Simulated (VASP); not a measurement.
Input of a VASP 6.6.1 run:

Contents of INCAR:

```
  PREC = Accurate
  ENCUT = 520
  EDIFF = 1E-7
  ISMEAR = 0
  SIGMA = 0.1
  LREAL = F
  LASPH = T
  NELM = 100
  ALGO = Normal
  ISIF = 2
  LWAVE = F
  LCHARG = F
  GGA = PE
  NBANDS = 20
```

Contents of KPOINTS:

```
regular mesh
0
Gamma
  18 18 6
```

POSCAR

```
MoS2
1.0
    1.7718285109     -1.8413443780      0.0000000000
    1.7718285109      1.8413443780      0.0000000000
    0.0000000000      0.0000000000      9.3298419243
Mo S
1 2
Direct
    0.0000000000      0.0000000000      0.0000000000
    0.0000000000      0.0000000000      0.7359358747
    0.0000000000      0.0000000000      0.2640641253
```

Potentials or basis: VASP PAW PBE potentials, release 64 (Mo_sv, S).

The run is started by

```sh
$ cat potpaw_PBE.64/Mo_sv/POTCAR potpaw_PBE.64/S/POTCAR > POTCAR
$ mpirun -np 1 vasp_std > vasp.out
```

Question: Estimate the pressure.

Answer: 0.0 GPa.

Question: What does it give for the band gap on the k mesh?

Answer: Zero (bands 13 and 14 overlap by 3.90 eV).

Forces in eV/Å, atoms in the order of the input:
```
Mo   0.000  0.000  0.000
S    0.000  0.000 -0.006
S    0.000  0.000  0.006
```

Caveat: this functional lacks dispersion, which binds the layers, so the pressure and a relaxed spacing across them are unreliable.
